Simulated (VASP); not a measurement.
# Be in VASP: a series of runs, part 2 of 2

VASP 6.6.1. Earlier steps stand in the parts before.

## 4. Relaxation of cell and atoms, PBEsol

INCAR reads:

```
PREC = Accurate
ENCUT = 600
EDIFF = 1E-7
ISMEAR = 0
SIGMA = 0.1
LREAL = False
LASPH = True
NELM = 60
ALGO = Normal
ISIF = 3
LWAVE = False
LCHARG = False
GGA = PS
IBRION = 2
NSW = 100
EDIFFG = -0.005
```

KPOINTS reads:

```
Automatic mesh
0
Gamma
  12 12 18
```

POSCAR reads:

```
Be
1.0
    3.7468140000      0.0000000000      0.0000000000
    0.0000000000      3.7468140000      0.0000000000
    0.0000000000      0.0000000000      2.2812800000
Be
4
Direct
    0.2974080000      0.2974080000      0.0000000000
    0.7025920000      0.7025920000      0.0000000000
    0.2025920000      0.7974080000      0.5000000000
    0.7974080000      0.2025920000      0.5000000000
```

Potentials or basis: VASP PAW PBE potentials, release 64 (Be).

The run is started by

```sh
$ cat potpaw_PBE.64/Be/POTCAR > POTCAR
$ mpirun -np 1 vasp_std > vasp.out
```

OUTCAR:

```text
PREC = Accurate
   ENCUT = 600
   EDIFF = 1E-7
   ISMEAR = 0
   LREAL = False
   LASPH = True
   NELM = 60
   ISIF = 3
   GGA = PS
   IBRION = 2
   NSW = 100
   EDIFFG = -0.005

 ion  position               nearest neighbor table
   1  0.297  0.297  0.000-   2 2.15   3 2.22   4 2.22   3 2.22   4 2.22   3 2.22   3 2.22   4 2.22
                             4 2.22
   2  0.703  0.703  0.000-   1 2.15   3 2.22   4 2.22   3 2.22   4 2.22   4 2.22   4 2.22   3 2.22
                             3 2.22
   3  0.203  0.797  0.500-   4 2.15   2 2.22   1 2.22   1 2.22   2 2.22   1 2.22   1 2.22   2 2.22
                             2 2.22
   4  0.797  0.203  0.500-   3 2.15   2 2.22   1 2.22   1 2.22   2 2.22   2 2.22   2 2.22   1 2.22
                             1 2.22

  LATTYP: Found a simple tetragonal cell.
 ALAT       =     3.7468140000
 C/A-ratio  =     0.6088586196

  Lattice vectors:

 A1 = (   3.7468140000,   0.0000000000,   0.0000000000)
[... 430 lines left out ...]
 k-point     1 :       0.0000    0.0000    0.0000
  band No.  band energies     occupation
      1      -4.3474      2.00000
      2       1.7847      2.00000
      3       2.3717      2.00000
      4       5.7269      2.00000
      5       5.7269      2.00000
      6      11.6098      0.00000
      7      11.6098      0.00000
      8      14.0975      0.00000
[... 243 lines left out ...]
 k-point    24 :       0.4167    0.3333    0.0000
  band No.  band energies     occupation
      1      -2.1049      2.00000
      2      -0.8003      2.00000
      3       0.5052      2.00000
      4       1.8253      2.00000
      5      12.3017      0.00000
      6      13.0493      0.00000
      7      14.5147      0.00000
      8      17.6937      0.00000

 [... further k-points ...]

------------------------ aborting loop because EDIFF is reached ----------------------------------------

  FORCE on cell =-STRESS in cart. coord.  units (eV):
  Direction    XX          YY          ZZ          XY          YZ          ZX
  --------------------------------------------------------------------------------------
  -------------------------------------------------------------------------------------
  Total        0.0000467      0.0000467     -0.0008133      0.0000000      0.0000000      0.0000000
  in kB        0.0023502      0.0023502     -0.0409018      0.0000000      0.0000000      0.0000000
  external PRESSURE =      -0.0120672 kB  Pullay stress =       0.0000000 kB
[... 19 lines left out ...]
  FREE ENERGIE OF THE ION-ELECTRON SYSTEM (eV)
  ---------------------------------------------------
  free  energy   TOTEN  =       -15.7855670101 eV

  energy  without entropy=      -15.7834699301  energy(sigma->0) =      -15.78451847

 reached required accuracy - stopping structural energy minimisation
```

OSZICAR:

```text
N       E                     dE             d eps       ncg     rms          rms(c)
DAV:   1     0.982773252132E+00    0.98277E+00   -0.37679E+03  4480   0.937E+02
DAV:   2    -0.156993050122E+02   -0.16682E+02   -0.16197E+02  7424   0.116E+02
DAV:   3    -0.158577957954E+02   -0.15849E+00   -0.15401E+00  5904   0.103E+01
[... 39 lines left out ...]
       N       E                     dE             d eps       ncg     rms          rms(c)
DAV:   1    -0.157855665869E+02   -0.21929E-04   -0.52457E-04  4584   0.192E-01    0.492E-03
DAV:   2    -0.157855666683E+02   -0.81331E-07   -0.33688E-06  7408   0.200E-02    0.290E-03
DAV:   3    -0.157855669480E+02   -0.27971E-06   -0.43766E-07  5048   0.453E-03    0.339E-04
DAV:   4    -0.157855670101E+02   -0.62142E-07   -0.12569E-08  2992   0.109E-03
   7 F= -.15785567E+02 E0= -.15784518E+02  d E =-.222804E-04
```

CONTCAR:

```text
Be
   1.00000000000000
     3.7529137426460264    0.0000000000000000    0.0000000000000000
     0.0000000000000000    3.7529137426460264    0.0000000000000000
     0.0000000000000000    0.0000000000000000    2.2620795737316346
  Be
     4
Direct
     0.2981781245898937    0.2981781245898937    0.0000000000000000
     0.7018218754101064    0.7018218754101064    0.0000000000000000
     0.2018218754101064    0.7981781245898936    0.5000000000000000
     0.7981781245898936    0.2018218754101064    0.5000000000000000

  0.00000000E+00  0.00000000E+00  0.00000000E+00
  0.00000000E+00  0.00000000E+00  0.00000000E+00
  0.00000000E+00  0.00000000E+00  0.00000000E+00
  0.00000000E+00  0.00000000E+00  0.00000000E+00
```

Wall time 3 min (1 thread of Oxide Virtual Turin-like, shared host); peak memory 0.16 GiB.

Results:

```
Free energy                            : -15.7856 eV
Relaxed volume                         : 7.96 Å³/atom
Relaxed cell                           : a = 3.753 Å, b = 3.753 Å, c = 2.262 Å, α = 90.00°, β = 90.00°, γ = 90.00°
Space group after relaxing (to 0.05 Å) : P4_2/mnm (No. 136)
Energy gained by relaxing              : 0.5 meV/atom
Ionic steps                            : 7
Pressure after relaxing                : 0.0 GPa
Band gap on the k mesh                 : zero (band 4 reaches 7.81 eV, above the bottom of band 5 at 5.73 eV)
```

The path:
| step | energy change (eV) | largest force (eV/Å) | pressure (GPa) | volume (Å³) |
| --- | --- | --- | --- | --- |
| 1 | 0.0000 | 0.0021 | -0.72 | 32.03 |
| 2 | -0.0018 | 0.0181 | -0.07 | 31.86 |
| 3 | -0.0019 | 0.0232 | 0.16 | 31.80 |
| 4 | -0.0020 | 0.0172 | 0.06 | 31.83 |
| 5 | -0.0021 | 0.0052 | -0.13 | 31.89 |
| 6 | -0.0021 | 0.0073 | -0.10 | 31.88 |
| 7 | -0.0021 | 0.0001 | 0.00 | 31.86 |

Final structure:
```xyz
4
Lattice="3.7529 0.0000 0.0000 0.0000 3.7529 0.0000 0.0000 0.0000 2.2621" Properties=species:S:1:pos:R:3 pbc="T T T"
Be    1.1190    1.1190    0.0000
Be    2.6339    2.6339    0.0000
Be    0.7574    2.9955    1.1310
Be    2.9955    0.7574    1.1310
```

Levels at points of the mesh, in eV from the Fermi level:
```tsv
k point	band 2	band 3	band 4	band 5	band 6	band 7
(0.00, 0.00, 0.00)	-5.01	-4.42	-1.07	-1.07	4.82	4.82
(0.50, 0.00, 0.00)	-9.19	-2.71	-2.71	1.47	1.47	8.98
(0.50, 0.50, 0.00)	-7.21	-7.18	-7.18	8.26	8.26	9.25
(0.00, 0.00, 0.50)	-5.72	1.01	1.01	1.89	1.89	2.71
(0.50, 0.00, 0.50)	-4.41	-3.31	-3.31	3.79	3.79	5.08
(0.50, 0.50, 0.50)	-3.72	-3.36	-3.36	1.90	1.90	1.91
```

Caveat: the PAW data sets were made with another functional, which shifts forces and pressure a little.

## 5. The runs side by side

| task | cell | k mesh | cutoff (eV) | gap on the mesh (eV) | pressure (GPa) |
| --- | --- | --- | --- | --- | --- |
| single point | a = 3.747, b = 3.747, c = 2.281 Å, 4 atoms | 10 × 10 × 16 | 520 | none | -0.7 |
| single point | a = 3.749, b = 3.749, c = 2.260 Å, 4 atoms | 12 × 12 × 18 | 520 | none | 0.4 |
| relaxation of cell and atoms | relaxed from a = 3.747, b = 3.747, c = 2.281 Å, 4 atoms | 12 × 12 × 18 | 600 | none | 0.0 |

Alike in all rows: level PBEsol; potentials or basis VASP PAW PBE potentials, release 64 (Be); no spin polarisation; smearing gaussian 0.1 eV.

Caveats: the PAW data sets were made with another functional, which shifts forces and pressure a little.

Absolute energies hang on the potentials; compare differences alone.
